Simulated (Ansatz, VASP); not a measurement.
# KMgF3 in VASP and in Ansatz

File POSCAR:

```
KMgF3
1.0
    3.8576208760      0.0000000000      0.0000000000
    0.0000000000      3.8576208760      0.0000000000
    0.0000000000      0.0000000000      3.8576208760
K Mg F
1 1 3
Direct
    0.5000000000      0.5000000000      0.5000000000
    0.0000000000      0.0000000000      0.0000000000
    0.5000000000      0.0000000000      0.0000000000
    0.0000000000      0.5000000000      0.0000000000
    0.0000000000      0.0000000000      0.5000000000
```

The input INCAR.step1:

```
SYSTEM = KMgF3
PREC     = Accurate       ! precision mode
ENCUT    = 520            ! plane-wave cutoff, eV
ISMEAR   = 0              ! smearing method
SIGMA    = 0.02           ! smearing width, eV
LREAL    = .False.        ! projectors in reciprocal space
LASPH    = .True.         ! aspherical terms in the spheres
NELM     = 60             ! most SCF steps
NBANDS   = 24             ! bands
GGA      = PE             ! functional
ALGO     = Normal         ! electronic algorithm
EDIFF    = 1E-4           ! SCF threshold, eV
LWAVE    = .True.         ! write WAVECAR
LCHARG   = .False.        ! write CHGCAR
```

INCAR.step2

```
SYSTEM = KMgF3
PREC     = Accurate       ! precision mode
ENCUT    = 520            ! plane-wave cutoff, eV
EDIFF    = 1E-7           ! SCF threshold, eV
ISMEAR   = 0              ! smearing method
SIGMA    = 0.02           ! smearing width, eV
LREAL    = .False.        ! projectors in reciprocal space
LASPH    = .True.         ! aspherical terms in the spheres
NELM     = 60             ! most SCF steps
ALGO     = Normal         ! electronic algorithm
ISIF     = 2              ! what is computed and relaxed
LWAVE    = .False.        ! write WAVECAR
LCHARG   = .False.        ! write CHGCAR
METAGGA  = R2SCAN         ! meta-GGA
LMIXTAU  = .True.       
NBANDS   = 24             ! bands
ISTART   = 1
```

KPOINTS

```
regular mesh
0
Gamma
  6 6 6
  0 0 0
```

Input for Ansatz:

```yaml
crystal:
  lattice:
    - [3.857620876, 0.0, 0.0]
    - [0.0, 3.857620876, 0.0]
    - [0.0, 0.0, 3.857620876]
  atoms:
    - { symbol: K, position: [0.5, 0.5, 0.5] }
    - { symbol: Mg, position: [0.0, 0.0, 0.0] }
    - { symbol: F, position: [0.5, 0.0, 0.0] }
    - { symbol: F, position: [0.0, 0.5, 0.0] }
    - { symbol: F, position: [0.0, 0.0, 0.5] }
basis:
  ecutwfc: 500
kpoints:
  mp_grid: { grid: [6, 6, 6] }
hamiltonian:
  xc: r2scan
scf:
  occupations: { method: gaussian, width: 0.02 }
output:
  forces: true
  stress: true
  eigenvalues: true
```

Alike in both runs: task single point; functional r2SCAN; k mesh 6 × 6 × 6; occupations gaussian, width 0.02 eV; no spin polarisation.

```csv
,VASP,Ansatz
version,VASP 6.6.1,Ansatz 0.2.0
potentials or method,"VASP PAW PBE potentials, release 64 (K_sv, Mg, F), cutoff 520 eV","scalar-relativistic, plane waves, PAW"
valence electrons in the cell,32,40
```

```csv
,VASP,Ansatz,Ansatz less VASP
gap on the k mesh at the Fermi level (eV),9.07,9.09,+0.018
least direct gap on the mesh (eV),9.39,9.40,+0.010
pressure (GPa),8.5,9.1,+0.59
```

VASP's potentials were made for PBE, not for r2SCAN. With one functional, cell and mesh, what is left measures potentials, basis and numerics. VASP's potentials hold 32 valence electrons a cell and Ansatz's 40, so a difference there can come from the potentials and not from the codes.
